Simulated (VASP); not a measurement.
Set up this calculation in VASP 6.6.1, as the native input.

| Quantity | Value |
| --- | --- |
| Task | single point |
| Functional | PBE |
| Potentials or basis | VASP PAW PBE potentials, release 64 (Mg, O) |
| Cutoff | 520 eV |
| k mesh | 2 × 2 × 1 |
| Occupations | fermi-dirac, width 0.02 eV |
| Spin | collinear spin |
| Starting moments | [0.0, 0.0, 0.0, 0.0, 0.0, 0.0, 0.0, 0.0, 0.0, 0.0, 0.0, 0.0, 0.0, 0.0, 0.0, 0.0, 0.0, 0.0, 0.0, 0.0, -0.39, -0.39, -0.39, 0.45, 0.61] μB |
| Dipole correction | no |
| Further INCAR settings | LREAL = Auto; ALGO = Normal; EDIFF = 1e-06; NBANDS = 73 |

The structure of Mg12O13 lies in POSCAR:

```
Mg12O13
1.0
    5.6144280000      0.0000000000      0.0000000000
    2.8072140000      4.8622370000      0.0000000000
    0.0000000000      0.0000000000     18.7302010000
Mg O
12 13
Direct
    0.0000000000      0.0000000000      0.0533897100
    0.0000006556      0.4999961952      0.0533897100
    0.4999975064      0.0000000000      0.0533897100
    0.4999981621      0.4999961952      0.0533897100
    0.6685835062      0.6727973153      0.1842585672
    0.6688105605      0.1720607202      0.1919787193
    0.1861434415      0.6607658162      0.1879477962
    0.1566123310      0.1795058530      0.1841944996
    0.3370226631      0.3327892079      0.3206105476
    0.3645976147      0.8501642351      0.3226180007
    0.8397836935      0.3456433736      0.3271934989
    0.8382630382      0.8321889698      0.3204290226
    0.3333259081      0.8333407031      0.1145743177
    0.3333355358      0.3333239412      0.1145743177
    0.8333234145      0.8333407031      0.1145743177
    0.8333330422      0.3333239412      0.1145743177
    0.0058127943      0.4939290290      0.2489775737
   -0.0102673648      0.0070337995      0.2486946082
    0.4899152507      0.5102589611      0.2559342529
    0.4994279034     -0.0065196328      0.2422024195
    0.7003545216      0.1288501568      0.3849558262
    0.6730152897      0.6833480145      0.3807006663
    0.1769951992      0.1518848217      0.3799959221
    0.1978315806      0.6500711504      0.4057511182
    0.1299476149      0.6828544145      0.4687029253
```

One way to write it, as run:

INCAR

```
SYSTEM = Mg12O13
ALGO = Normal ; EDIFF = 1E-6
ENCUT = 520 ; GGA = PE
ISIF = 2 ; ISMEAR = -1
ISPIN = 2 ; LASPH = .TRUE.
LCHARG = .TRUE. ; LELF = .TRUE.
LORBIT = 11 ; LREAL = Auto
LVHAR = .TRUE. ; LWAVE = .FALSE.
MAGMOM = 0 0 0 0 0 0 0 0 0 0 0 0 0 0 0 0 0 0 0 0 -0.39 -0.39 -0.39 0.45 0.61 ; NBANDS = 73
NELM = 150 ; PREC = Accurate
SIGMA = 0.02
```

KPOINTS

```
k-points
0
G
  2 2 1
  0 0 0
```

Potentials or basis: VASP PAW PBE potentials, release 64 (Mg, O).

Command:

```console
$ cat potpaw_PBE.64/Mg/POTCAR potpaw_PBE.64/O/POTCAR > POTCAR
$ mpirun -np 1 vasp_std > vasp.out
```

It gave:

```
Largest force                                         : 1.874 eV/Å
Net moment                                            : 0.53 μB per cell
Site moments                                          : Mg -0.00, +0.00, -0.01, +0.01 (each value once); O -0.00, +0.00, -0.45, -0.35, -0.34, +0.62, +0.89 (each value once) μB
Valence electrons inside the program's atomic spheres : Mg 0.45, 0.46, 0.48, 0.49, 0.47, 0.43, 0.53, 0.50 (each value once); O 5.16, 5.15, 5.14, 5.18, 4.92, 5.01, 5.00, 4.84 (each value once)
```

Caveat: the k points lie up to 0.65 Å⁻¹ apart; the standard files for N, O and F lose accuracy on very short bonds; there is no dipole correction, which matters where the two faces differ.

Run time: 48 min on 1 thread of Intel Xeon 8259CL (shared host), peak memory 0.84 GiB.
